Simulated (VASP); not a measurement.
Ga2BAs3:

```
CELL_PARAMETERS angstrom
-1.90014 1.90014 8.06162
1.90014 -1.90014 8.06162
1.90014 1.90014 -8.06162
ATOMIC_POSITIONS crystal
Ga 0.66667 0.66667 0.00000
Ga 0.33333 0.33333 0.00000
B 0.00000 0.00000 0.00000
As 0.41667 0.91667 0.50000
As 0.08333 0.58333 0.50000
As 0.75000 0.25000 0.50000
```

```yaml
Program: VASP 6.6.1
Task: relaxation of cell and atoms
Functional: PBE
Potentials_or_basis: VASP PAW PBE potentials, release 64 (Ga_d, B, As)
Cutoff: 600 eV
k_mesh: 6 × 6 × 6
Occupations: gaussian, width 0.1 eV
Spin: no spin polarisation
```

At the start: pressure 6.1 GPa; volume 19.40 Å³/atom.

Task: How do energy, volume and symmetry change on relaxing?

Result: Over 8 steps the energy falls by 151.5 meV/atom and the volume is 20.19 Å³/atom (+4.1 %); space group I-4m2 (No. 119, to 0.1 Å) before and after.

The path:
| step | energy change (eV) | largest force (eV/Å) | pressure (GPa) | volume (Å³) |
| --- | --- | --- | --- | --- |
| 1 | 0.0000 | 3.2081 | 6.07 | 116.43 |
| 2 | -0.6303 | 0.9071 | -3.71 | 129.25 |
| 3 | -0.6351 | 0.8663 | -3.14 | 128.10 |
| 4 | -0.8419 | 0.6771 | -1.06 | 123.27 |
| 5 | -0.8820 | 0.5375 | 0.64 | 120.20 |
| 6 | -0.9085 | 0.0278 | 0.10 | 120.95 |
| 7 | -0.9085 | 0.0423 | 0.08 | 120.97 |
| 8 | -0.9092 | 0.0137 | -0.01 | 121.16 |

Final structure:
```
Ga B As
1.0
    -1.90908    1.90908    8.31113
     1.90908   -1.90908    8.31113
     1.90908    1.90908   -8.31113
Ga B As
2 1 3
Direct
  0.65956 0.65956 0.00000
  0.34044 0.34044 0.00000
  0.00000 0.00000 0.00000
  0.43204 0.93204 0.50000
  0.06796 0.56796 0.50000
  0.75000 0.25000 0.50000
```
